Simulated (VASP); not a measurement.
A run of VASP 6.6.1:

INCAR

```
SYSTEM = CaOs
PREC = Accurate ; ENCUT = 520
EDIFF = 1E-6 ; ISMEAR = 0
SIGMA = 0.1 ; LREAL = .FALSE.
LASPH = .TRUE. ; NELM = 80
ALGO = Fast ; ISIF = 2
LWAVE = .FALSE. ; LCHARG = .FALSE.
GGA = PE ; NBANDS = 16
```

Contents of KPOINTS:

```
Automatic mesh
0
G
  16 16 16
  0 0 0
```

File POSCAR:

```
CaOs
1.0
    0.0000000000      2.8973661274      2.8973661274
    2.8973661274      0.0000000000      2.8973661274
    2.8973661274      2.8973661274      0.0000000000
Ca Os
1 1
Direct
    0.0000000000      0.0000000000      0.0000000000
    0.5000000000      0.5000000000      0.5000000000
```

Potentials or basis: VASP PAW PBE potentials, release 64 (Ca_sv, Os).

Run with:

```bash
$ cat potpaw_PBE.64/Ca_sv/POTCAR potpaw_PBE.64/Os/POTCAR > POTCAR
$ mpirun -np 1 vasp_std > vasp.out
```

Hardware: 1 thread of Intel Xeon 8259CL (shared host).

Task: Estimate the wall time of this run.

Result: Wall time 4.6 min on 1 thread of Intel Xeon 8259CL, with other jobs on the host, peak memory 0.26 GiB. Counts: scf iterations 16, k points 145.
